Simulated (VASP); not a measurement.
Here is a VASP 6.6.1 calculation.

The input INCAR:

```
ALGO = Normal ; EDIFF = 1E-6
ENCUT = 520 ; GGA = PS
GGA_COMPAT = False ; ISIF = 2
ISMEAR = -1 ; ISYM = 0
LASPH = True ; LCHARG = False
LREAL = Auto ; LWAVE = False
NBANDS = 354 ; NCORE = 4
NELECT = 576.0 ; NELM = 120
PREC = Accurate ; SIGMA = 0.05
```

KPOINTS

```
Automatic mesh
0
Gamma
  1 1 1
  0.25 0.25 0.25
```

POSCAR

```
Al48HO72
1.0
    9.5478620000      0.0000000000      0.0000000000
   -4.7739310000      8.2686910000      0.0000000000
    0.0000000000      0.0000000000     13.0135760000
Al O H
48 72 1
Direct
    0.3328720000      0.1681470000      0.1853840000
    0.3322670000      0.6690610000      0.1842520000
    0.8338380000      0.1674600000      0.1844510000
    0.8333120000      0.6680400000      0.1850060000
    0.1660240000      0.3337780000      0.0187830000
    0.1668480000      0.8346270000      0.0191090000
[... 113 lines left out ...]
    0.6667790000      0.9869510000      0.9165450000
    0.5386910000      0.4227730000      0.4822210000
```

Potentials or basis: VASP PAW PBE potentials, release 64 (Al, O, H).

The run is started by

```console
$ cat potpaw_PBE.64/Al/POTCAR potpaw_PBE.64/O/POTCAR potpaw_PBE.64/H/POTCAR > POTCAR
$ mpirun -np 4 vasp_std > vasp.out
```

(1) What does it give for the largest force?

Results:

(1) 0.103 eV/Å.

Caveat: the cell carries a net charge on a neutralising background, which shifts energy and pressure; the PAW data sets were made with another functional, which shifts forces and pressure a little.
